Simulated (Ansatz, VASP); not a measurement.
**EuGdS3 in VASP and in Ansatz**

```
Eu Gd S
1.0
     5.21867    0.00000    0.00000
     0.00000    5.21867    0.00000
     0.00000    0.00000    5.21867
Eu Gd S
1 1 3
Direct
  0.00000 0.00000 0.00000
  0.50000 0.50000 0.50000
  0.50000 0.00000 0.50000
  0.50000 0.50000 0.00000
  0.00000 0.50000 0.50000
```

Change from the starting cell: species swapped into the Pr3InO type (Pm-3m, No. 221).

Alike in both runs: functional PBE; k mesh 8 × 8 × 8; occupations gaussian, width 0.1 eV; collinear spin.

Ansatz relaxed the structure, and its values are those at the end. VASP's run is a single point on that final structure, the one shown.

|  | VASP | Ansatz |
| --- | --- | --- |
| version | VASP 6.6.1 | Ansatz 0.2.0 |
| potentials or method | VASP PAW PBE potentials, release 64 (Eu, Gd, S), cutoff 520 eV | scalar-relativistic, plane waves, PAW |
| valence electrons in the cell | 53 | 53 |

Ansatz gave:

```
gap on the k mesh at the Fermi level (eV)                     : none
pressure (GPa)                                                : 0.0
net moment per atom (μB)                                      : 2.63
size of the moment on the site where the two differ most (μB) : 6.84
```

Question: Estimate VASP's values.

Answer: gap on the k mesh at the Fermi level (eV): none; pressure (GPa): -0.1; net moment per atom (μB): 2.63; size of the moment on the site where the two differ most (μB): 6.57.

Site moments also hang on the region over which each program counts them. A gap of «none» marks a metal or a gap that the smearing closes. With one functional, cell and mesh, what is left measures potentials, basis and numerics. Ansatz's warnings: given moment on shells.

Spin-orbit coupling is off throughout.
